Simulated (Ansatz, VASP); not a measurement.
Two plane-wave programs on TiAl

INCAR

```
PREC = Accurate
ENCUT = 520
EDIFF = 1E-6
ISMEAR = 0
SIGMA = 0.15
LREAL = False
LASPH = True
NELM = 100
ALGO = Fast
ISIF = 2
LWAVE = False
LCHARG = False
GGA = PS
NBANDS = 14
```

The input KPOINTS:

```
regular mesh
0
Gamma
  16 16 16
```

File POSCAR:

```
TiAl
1.0
    2.6965946233      0.0000000000      0.0000000000
    0.0000000000      2.6965946233      0.0000000000
    0.0000000000      0.0000000000      4.0926216598
Ti Al
1 1
Direct
    0.0000000000      0.0000000000      0.0000000000
    0.5000000000      0.5000000000      0.5000000000
```

Input for Ansatz:

```yaml
crystal:
  lattice:
    - [2.6965946233, 0.0, 0.0]
    - [0.0, 2.6965946233, 0.0]
    - [0.0, 0.0, 4.0926216598]
  atoms:
    - { symbol: Ti, position: [0.0, 0.0, 0.0] }
    - { symbol: Al, position: [0.5, 0.5, 0.5] }
basis:
  ecutwfc: 520.0
kpoints:
  mp_grid: { grid: [16, 16, 16] }
hamiltonian:
  xc: pbesol
  pseudopotentials: { kind: paw, azcp: { folder: soft_1 } }
scf:
  occupations: { method: gaussian, width: 0.15 }
output:
  forces: true
  stress: true
  eigenvalues: true
```

Alike in both runs: task single point; functional PBEsol; k mesh 16 × 16 × 16; occupations gaussian, width 0.15 eV; no spin polarisation.

|  | VASP | Ansatz |
| --- | --- | --- |
| version | VASP 6.6.1 | Ansatz 0.2.0 |
| potentials or method | VASP PAW PBE potentials, release 64 (Ti_sv, Al), cutoff 520 eV | scalar-relativistic, plane waves, PAW |
| valence electrons in the cell | 15 | 15 |

Ansatz gave:

| Item | Value |
| --- | --- |
| gap on the k mesh at the Fermi level (eV) | none |
| pressure (GPa) | 7.8 |
| traceless stress, the component that is largest in VASP (GPa) | -3.32 |

What did VASP give for the same quantities?

gap on the k mesh at the Fermi level (eV): none; pressure (GPa): 7.7; traceless stress, the component that is largest in VASP (GPa): -3.30.

VASP's potentials were made for PBE, not for PBEsol, and Ansatz warns of the same on its side. A gap of «none» marks a metal or a gap that the smearing closes. With one functional, cell and mesh, what is left measures potentials, basis and numerics.
